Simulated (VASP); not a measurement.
# BN (Cmcm) in VASP: single point with HSE06

Aim: the single point of BN with HSE06.

Everything below comes from runs of VASP 6.6.1. Logs are shortened: lines on timing, memory, paths and dates and some standing lists are left out, and cuts for length are marked.

## 1. The cell of the first run

The typed cell holds 4 atoms: a = 2.488 Å, b = 2.488 Å, c = 6.495 Å, α = 90.00°, β = 90.00°, γ = 120.00°.

## 2. Single point, HSE06

POSCAR

```
BN
1.0
    2.4883437615      0.0000000000      0.0000000000
   -1.2441718807      2.1549689108      0.0000000000
    0.0000000000      0.0000000000      6.4954828762
B N
2 2
Direct
    0.3335905386      0.6664094610      0.2500000001
    0.6664094609      0.3335905386      0.7500000004
    0.3342207764      0.6657792233      0.7500000004
    0.6657792231      0.3342207764      0.2500000001
```

INCAR.step1

```
SYSTEM = BN
ALGO = Normal
EDIFF = 1E-5
ENCUT = 520
GGA = PE
GGA_COMPAT = .False.
ISIF = 2
ISMEAR = -1
LASPH = .True.
LCHARG = .False.
LREAL = .False.
LWAVE = .True.
NBANDS = 16
NELM = 120
PREC = Accurate
SIGMA = 0.01
```

INCAR.step2

```
SYSTEM = BN
ALGO = Normal
EDIFF = 1E-6
ENCUT = 520
GGA = PE
GGA_COMPAT = .False.
HFSCREEN = 0.2079
ISIF = 2
ISMEAR = -1
ISTART = 1
LASPH = .True.
LCHARG = .False.
LHFCALC = .True.
LREAL = .False.
LWAVE = .False.
NBANDS = 16
NELM = 120
PREC = Accurate
PRECFOCK = Normal
SIGMA = 0.01
```

KPOINTS

```
k-points
0
Gamma
  8 8 3
  0 0 0
```

Potentials or basis: VASP PAW PBE potentials, release 64 (B, N).

The run is started by

```bash
$ cat potpaw_PBE.64/B/POTCAR potpaw_PBE.64/N/POTCAR > POTCAR
$ cp INCAR.step1 INCAR
$ mpirun -np 1 vasp_std > vasp.out
$ cp INCAR.step2 INCAR
$ mpirun -np 1 vasp_std > vasp.out
```

OUTCAR:

```text
SYSTEM = BN
   EDIFF = 1E-6
   ENCUT = 520
   GGA = PE
   HFSCREEN = 0.2079
   ISIF = 2
   ISMEAR = -1
   ISTART = 1
   LASPH = .True.
   LHFCALC = .True.
   LREAL = .False.
   NELM = 120
   PREC = Accurate
   PRECFOCK = Normal

 ion  position               nearest neighbor table
   1  0.334  0.666  0.250-   4 1.43   4 1.44   4 1.44
   2  0.666  0.334  0.750-   3 1.43   3 1.44   3 1.44
   3  0.334  0.666  0.750-   2 1.43   2 1.44   2 1.44
   4  0.666  0.334  0.250-   1 1.43   1 1.44   1 1.44

  LATTYP: Found a hexagonal cell.
 ALAT       =     2.4883437615
 C/A-ratio  =     2.6103639604

  Lattice vectors:

 A1 = (   2.4883437615,   0.0000000000,   0.0000000000)
 A2 = (  -1.2441718807,   2.1549689108,   0.0000000000)
 A3 = (   0.0000000000,   0.0000000000,   6.4954828762)

Analysis of symmetry for initial positions (statically):
=====================================================================
 Subroutine PRICEL returns:
 Original cell was already a primitive cell.

 Routine SETGRP: Setting up the symmetry group for a
 hexagonal supercell.

 Subroutine GETGRP returns: Found  8 space group operations
 (whereof  4 operations were pure point group operations)
 out of a pool of 24 trial point group operations.

The static configuration has the point symmetry C_2h.
 The point group associated with its full space group is D_2h.

Analysis of symmetry for dynamics (positions and initial velocities):
=====================================================================
 Subroutine PRICEL returns:
 Original cell was already a primitive cell.

 Routine SETGRP: Setting up the symmetry group for a
 hexagonal supercell.

 Subroutine GETGRP returns: Found  8 space group operations
 (whereof  4 operations were pure point group operations)
 out of a pool of 24 trial point group operations.

The dynamic configuration has the point symmetry C_2h.
 The point group associated with its full space group is D_2h.

 Subroutine INISYM returns: Found  8 space group operations
 (whereof  4 operations are pure point group operations),
 and found     1 'primitive' translations

----------------------------------------------------------------------------------------

                                     Primitive cell

  volume of cell :      34.8308

  direct lattice vectors                    reciprocal lattice vectors
     2.488343761  0.000000000  0.000000000     0.401873734  0.232021909  0.000000000
    -1.244171881  2.154968911  0.000000000     0.000000000  0.464043818  0.000000000
     0.000000000  0.000000000  6.495482876     0.000000000  0.000000000  0.153953142

  length of vectors
     2.488343761  2.488343761  6.495482876     0.464043818  0.464043818  0.153953142

  position of ions in fractional coordinates (direct lattice)
     0.333590539  0.666409461  0.250000000
     0.666409461  0.333590539  0.750000000
     0.334220776  0.665779223  0.750000000
     0.665779223  0.334220776  0.250000000

  ion indices of the primitive-cell ions
   primitive index   ion index
                 1           1
                 2           2
                 3           3
                 4           4

----------------------------------------------------------------------------------------

 KPOINTS: k-points

Automatic generation of k-mesh.
 Grid dimensions read from file:
 generate k-points for:    8    8    3

 Generating k-lattice:

  Cartesian coordinates                     Fractional coordinates (reciprocal lattice)
     0.050234217  0.029002739  0.000000000     0.125000000 -0.000000000  0.000000000
     0.000000000  0.058005477  0.000000000     0.000000000  0.125000000  0.000000000
     0.000000000  0.000000000  0.051317714     0.000000000  0.000000000  0.333333333

  Length of vectors
     0.058005477  0.058005477  0.051317714

  Shift w.r.t. Gamma in fractional coordinates (k-lattice)
     0.000000000  0.000000000  0.000000000

 Subroutine IBZKPT returns following result:
 ===========================================

 Found     42 irreducible k-points:

 Following reciprocal coordinates:
            Coordinates               Weight
  0.000000  0.000000  0.000000      1.000000
  0.125000  0.000000  0.000000      4.000000
 -0.125000  0.125000  0.000000      2.000000
  0.250000  0.000000  0.000000      4.000000
 -0.250000  0.250000  0.000000      2.000000
  0.375000  0.000000  0.000000      4.000000
[... 16 lines left out ...]
  0.125000  0.000000  0.333333      8.000000
 -0.125000  0.125000  0.333333      4.000000
 [... further k-points ...]
   k-points           NKPTS =     42   k-points in BZ     NKDIM =    192   number of bands    NBANDS=     16
   number of dos      NEDOS =    301   number of ions     NIONS =      4
   total plane-waves  NPLWV =  19200
   dimension x,y,z NGX =    20 NGY =   20 NGZ =   48
   dimension x,y,z NGXF=    40 NGYF=   40 NGZF=   96
   ions per type =               2   2
   NGX,Y,Z   is equivalent  to a cutoff of  13.36, 13.36, 12.29 a.u.
   NGXF,Y,Z  is equivalent  to a cutoff of  26.72, 26.72, 24.57 a.u.
 SYSTEM =  BN
   PREC   = accura    normal or accurate (medium, high low for compatibility)
   ISTART =      1    job   : 0-new  1-cont  2-samecut
   ICHARG =      0    charge: 1-file 2-atom 10-const
   ISPIN  =      1    spin polarized calculation?
   LNONCOLLINEAR =      F non collinear calculations
   LSORBIT =      F    spin-orbit coupling
   LASPH  =      T    aspherical Exc in radial PAW
   ENCUT  =  520.0 eV  38.22 Ry    6.18 a.u.   4.63  4.63 12.08*2*pi/ulx,y,z
   NELM   =    120;   NELMIN=  2; NELMDL=  0     # of ELM steps
   EDIFF  = 0.1E-05   stopping-criterion for ELM
   LREAL  =      F    real-space projection
   EDIFFG = 0.1E-04   stopping-criterion for IOM
   NSW    =      0    number of steps for IOM
   IBRION =     -1    ionic relax: 0-MD 1-quasi-New 2-CG
   NFREE  =      0    steps in history (QN), initial steepest desc. (CG)
   ISIF   =      2    stress and relaxation
   ISYM   =      3    0-nonsym 1-usesym 2-fastsym
   POTIM  = 0.5000    time-step for ionic-motion
   TEBEG  =    0.0;   TEEND  =   0.0 temperature during run
   PSTRESS=    0.0 pullay stress
   NELECT =      16.0000    total number of electrons
   NUPDOWN=      -1.0000    fix difference up-down
   EMIN   =  10.00;   EMAX   =-10.00  energy-range for DOS
   EFERMI =   0.00;   METHOD = LEGACY
   ISMEAR =    -1;   SIGMA  =   0.01  broadening in eV -4-tet -1-fermi 0-gaus
   EFERMI_NEDOS =   21; number of points for ismear=-14 and -15
   IALGO  =     38    algorithm
   IMIX   =      1    mixing-type and parameters
     AMIX     =   0.40;   BMIX     =  1.00
     AMIX_MAG =   1.60;   BMIX_MAG =  1.00
  volume/ion in A,a.u.               =       8.71        58.76
  Fermi-wavevector in a.u.,A,eV,Ry     =   1.263166  2.387038 21.709310  1.595589
  Thomas-Fermi vector in A             =   2.396537
   LORBIT       =      0    0 simple, 1 ext, 2 COOP (PROOUT), +10 PAW based schemes
   GGA     = PE    functional components
   LHFCALC =     T    Hartree Fock is set to
   PRECFOCK=normal    Normal, Fast or Accurate (Low or Medium for compatibility)
   ENCUT4O =  -1.0   cutoff for four orbital integrals eV
   NKREDX  =     1    reduce k-point grid by
   NKREDY  =     1    reduce k-point grid by
   NKREDZ  =     1    reduce k-point grid by
   AEXX    =    0.2500 exact exchange contribution
   HFSCREEN=    0.2079 screening length (either q_TF or 0.3 A-1)
   HFSCREENC=   0.2079 screening length for correlation (either q_TF or 0.3 A-1)
   ENCUTFOCK=  -1.0 apply spherical cutoff to Coloumb kernel
   IVDW    =     0    specifies the selected vdW correction
   LEPSILON=     F    determine dielectric tensor
   LRPA    =     F    only Hartree local field effects (RPA)
 non-spin polarized calculation
  energy-cutoff  :      520.00
  volume of cell :       34.83
 maximum number of plane-waves:       961
 NGX is ok and might be reduce to    20
  NGX = 14; NGY = 14; NGZ = 40

 number of electron      16.0000000 magnetization

 Free energy of the ion-electron system (eV)
  ---------------------------------------------------
  ext. energy  EPLUGINS =         0.00000000
  ---------------------------------------------------
  free energy    TOTEN  =       -40.76403842 eV

  energy without entropy =      -40.76403842  energy(sigma->0) =      -40.76403842

 E-fermi :   2.0300     XC(G=0):  -8.4669

 val. band max:        1.7448430306   @ k =   0.3750   0.2500   0.0000
 cond. band min:       7.2868969677   @ k =   0.5000   0.5000   0.0000
 fundamental gap:      5.5420539370
 Fermi energy:         2.0299785737

 k-point     1 :       0.0000    0.0000    0.0000
  band No.  band energies     occupation
      1     -18.0282      2.00000
      2     -17.6639      2.00000
      3      -5.2748      2.00000
      4      -2.7386      2.00000
      5       0.1004      2.00000
      6       0.1500      2.00000
[... 8 lines left out ...]
     15      16.2369      0.00000
     16      17.2393      0.00000

 k-point     2 :       0.1250    0.0000    0.0000
  band No.  band energies     occupation
      1     -17.6922      2.00000
      2     -17.3405      2.00000
      3      -4.8047      2.00000
      4      -2.3191      2.00000
      5      -1.1163      2.00000
      6      -1.0644      2.00000
[... 8 lines left out ...]
     15      16.7691      0.00000
     16      17.2524      0.00000

 k-point     3 :      -0.1250    0.1250    0.0000
  band No.  band energies     occupation
      1     -17.6929      2.00000
      2     -17.3413      2.00000
      3      -4.8037      2.00000
      4      -2.3177      2.00000
      5      -1.1872      2.00000
      6      -1.1364      2.00000
[... 8 lines left out ...]
     15      16.6577      0.00000
     16      17.2894      0.00000

 k-point     4 :       0.2500    0.0000    0.0000
  band No.  band energies     occupation
      1     -16.7298      2.00000
      2     -16.4180      2.00000
      3      -3.9735      2.00000
      4      -3.8879      2.00000
      5      -3.4358      2.00000
      6      -1.6476      2.00000
[... 8 lines left out ...]
     15      19.3162      0.00000
     16      20.0777      0.00000

 k-point     5 :      -0.2500    0.2500    0.0000
  band No.  band energies     occupation
      1     -16.7328      2.00000
      2     -16.4213      2.00000
      3      -4.0172      2.00000
      4      -3.9340      2.00000
      5      -3.4307      2.00000
      6      -1.5844      2.00000
[... 8 lines left out ...]
     15      19.3104      0.00000
     16      19.9899      0.00000

 k-point     6 :       0.3750    0.0000    0.0000
  band No.  band energies     occupation
      1     -15.3637      2.00000
      2     -15.1361      2.00000
      3      -6.8302      2.00000
      4      -6.7181      2.00000
      5      -2.6043      2.00000
      6      -2.5222      2.00000
[... 8 lines left out ...]
     15      19.1469      0.00000
     16      23.2103      0.00000
[... 267 lines left out ...]
 k-point    21 :       0.3750    0.3750    0.0000
  band No.  band energies     occupation
      1     -13.9612      2.00000
      2     -13.9102      2.00000
      3      -7.4440      2.00000
      4      -7.3236      2.00000
      5      -5.5975      2.00000
      6      -5.5129      2.00000
[... 8 lines left out ...]
     15      19.9380      0.00000
     16      20.7157      0.00000

 k-point    22 :       0.0000    0.0000    0.3333
  band No.  band energies     occupation
      1     -17.9418      2.00000
      2     -17.7601      2.00000
      3      -4.7362      2.00000
      4      -3.4937      2.00000
      5       0.1130      2.00000
      6       0.1378      2.00000
[... 8 lines left out ...]
     15      16.6780      0.00000
     16      17.0793      0.00000

 k-point    23 :       0.1250    0.0000    0.3333
  band No.  band energies     occupation
      1     -17.6088      2.00000
      2     -17.4332      2.00000
      3      -4.2781      2.00000
      4      -3.0629      2.00000
      5      -1.0979      2.00000
      6      -1.0677      2.00000
[... 8 lines left out ...]
     15      16.7154      0.00000
     16      16.7647      0.00000

 k-point    24 :      -0.1250    0.1250    0.3333
  band No.  band energies     occupation
      1     -17.6095      2.00000
      2     -17.4339      2.00000
      3      -4.2771      2.00000
      4      -3.0619      2.00000
      5      -1.1690      2.00000
      6      -1.1390      2.00000
[... 8 lines left out ...]
     15      16.6177      0.00000
     16      16.7688      0.00000

 [... further k-points ...]

------------------------ aborting loop because EDIFF is reached ----------------------------------------

  FORCE on cell =-STRESS in cart. coord.  units (eV):
  Direction    XX          YY          ZZ          XY          YZ          ZX
  --------------------------------------------------------------------------------------
  -------------------------------------------------------------------------------------
  Total        0.9219244      0.7852427      0.6613564     -0.1183698      0.0000000      0.0000000
  in kB       42.4075377     36.1203260     30.4216862     -5.4448851      0.0000000      0.0000000
  external PRESSURE =      36.3165166 kB  Pullay stress =       0.0000000 kB

 VOLUME and BASIS-vectors are now :
 -----------------------------------------------------------------------------
  energy-cutoff  :      520.00
  volume of cell :       34.83
      direct lattice vectors                 reciprocal lattice vectors
     2.488343761  0.000000000  0.000000000     0.401873734  0.232021909  0.000000000
    -1.244171881  2.154968911  0.000000000     0.000000000  0.464043818  0.000000000
     0.000000000  0.000000000  6.495482876     0.000000000  0.000000000  0.153953142

 POSITION                                       TOTAL-FORCE (eV/Angst)
 -----------------------------------------------------------------------------------
      0.00096      1.43609      1.62387        -0.191961      0.110829      0.000000
      1.24321      0.71888      4.87161         0.191961     -0.110829      0.000000
      0.00331      1.43473      4.87161        -0.192665      0.111235      0.000000
      1.24086      0.72024      1.62387         0.192665     -0.111235      0.000000
 -----------------------------------------------------------------------------------
    total drift:                                0.000000      0.000000     -0.000003

  FREE ENERGIE OF THE ION-ELECTRON SYSTEM (eV)
  ---------------------------------------------------
  free  energy   TOTEN  =       -40.7640384189 eV

  energy  without entropy=      -40.7640384189  energy(sigma->0) =      -40.76403842
```

Run time: 22 min. Hardware: 1 thread of AMD EPYC 9R45 (Zen 5), shared host; peak memory 0.24 GiB.

Results:

```yaml
Free_energy: -40.7640 eV
Pressure: 3.6 GPa
Largest_force: 0.222 eV/Å
Band_gap_on_the_k_mesh: 5.54 eV (least direct gap 6.00 eV)
```

Forces in eV/Å, atoms in the order of the input:
```
B   -0.192  0.111  0.000
B    0.192 -0.111  0.000
N   -0.193  0.111  0.000
N    0.193 -0.111  0.000
```

Caveat: the cell stands under pressure; the PAW data sets were made with another functional, which shifts forces and pressure a little; this functional lacks dispersion, which binds layers or chains, so the pressure and a relaxed spacing across them are unreliable. A k mesh can miss the band edges.
